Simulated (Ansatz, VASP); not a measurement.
# KI in VASP and in Ansatz

```
K I
1.0
     0.00000    3.52455    3.63029
     3.52455    0.00000    3.63029
     3.52455    3.52455    0.00000
K I
1 1
Cartesian
  0.0000 0.0000 0.0000
  3.5246 3.5246 3.6303
```

Change from the starting cell: strain +0.0300 x Voigt [0, 0, 1, 0, 0, 0], atoms carried along.

Alike in both runs: task single point; functional r2SCAN; k mesh 6 × 6 × 6; occupations gaussian, width 0.05 eV; no spin polarisation.

|  | VASP | Ansatz |
| --- | --- | --- |
| version | VASP 6.6.1 | Ansatz 0.2.0 |
| potentials or method | VASP PAW PBE potentials, release 64 (K_sv, I), cutoff 520 eV | scalar-relativistic, plane waves, PAW |
| valence electrons in the cell | 16 | 26 |

```tsv
	VASP	Ansatz	Ansatz less VASP
gap on the k mesh at the Fermi level (eV)	4.55	4.55	+0.003
least direct gap on the mesh (eV)	4.55	4.55	+0.003
pressure (GPa)	-0.1	-0.1	0.00
traceless stress, the component that is largest in VASP (GPa)	-0.48	-0.47	+0.004
```

VASP's potentials were made for PBE, not for r2SCAN. With one functional, cell and mesh, what is left measures potentials, basis and numerics. VASP's potentials hold 16 valence electrons a cell and Ansatz's 26, so a difference there can come from the potentials and not from the codes.

Spin-orbit coupling is off throughout.
